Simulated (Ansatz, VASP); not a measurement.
## One calculation of MnSn3, two programs

POSCAR

```
MnSn3
1.0
    4.6027677977      0.0000000000      0.0000000000
    0.0000000000      4.6027677977      0.0000000000
    0.0000000000      0.0000000000      4.6027677977
Sn Mn
3 1
Direct
    0.0000000000      0.5000000000      0.5000000000
    0.5000000000      0.0000000000      0.5000000000
    0.5000000000      0.5000000000      0.0000000000
    0.0000000000      0.0000000000      0.0000000000
```

File INCAR.step1:

```
  PREC = Accurate
  ENCUT = 550
  ISMEAR = 0
  SIGMA = 0.1
  LREAL = F
  LASPH = T
  NELM = 120
  NBANDS = 36
  GGA = PE
  ALGO = Normal
  EDIFF = 1E-5
  LWAVE = T
  LCHARG = F
  GGA_COMPAT = F
```

File INCAR.step2:

```
  PREC = Accurate
  ENCUT = 550
  EDIFF = 1E-6
  ISMEAR = 0
  SIGMA = 0.1
  LREAL = F
  LASPH = T
  NELM = 120
  ALGO = Normal
  ISIF = 2
  LWAVE = F
  LCHARG = F
  METAGGA = R2SCAN
  LMIXTAU = T
  NBANDS = 36
  ISTART = 1
  GGA_COMPAT = F
```

File KPOINTS:

```
Automatic mesh
0
Gamma
  10 10 10
```

Input for Ansatz:

```yaml
crystal:
  lattice:
    - [4.6027677977, 0.0, 0.0]
    - [0.0, 4.6027677977, 0.0]
    - [0.0, 0.0, 4.6027677977]
  atoms:
    - { symbol: Sn, position: [0.0, 0.5, 0.5] }
    - { symbol: Sn, position: [0.5, 0.0, 0.5] }
    - { symbol: Sn, position: [0.5, 0.5, 0.0] }
    - { symbol: Mn, position: [0.0, 0.0, 0.0] }
basis:
  ecutwfc: 500
kpoints:
  mp_grid: { grid: [10, 10, 10] }
hamiltonian:
  xc: r2scan
scf:
  occupations: { method: gaussian, width: 0.1 }
  lower_state_search: "off"
output:
  forces: true
  stress: true
  eigenvalues: true
```

Alike in both runs: task single point; functional r2SCAN; k mesh 10 × 10 × 10; occupations gaussian, width 0.1 eV; no spin polarisation.

```csv
,VASP,Ansatz
version,VASP 6.6.1,Ansatz 0.2.0
potentials or method,"VASP PAW PBE potentials, release 64 (Sn_d, Mn_pv), cutoff 550 eV","scalar-relativistic, plane waves, PAW"
valence electrons in the cell,55,57
```

```tsv
	VASP	Ansatz	Ansatz less VASP
gap on the k mesh at the Fermi level (eV)	none	none	-
pressure (GPa)	-7.5	-7.5	-0.06
```

VASP's potentials were made for PBE, not for r2SCAN. A gap of «none» marks a metal or a gap that the smearing closes. The functional is the same, so the differences come from potentials, cutoffs and numerics. VASP's potentials hold 55 valence electrons a cell and Ansatz's 57, so a difference there can come from the potentials and not from the codes.
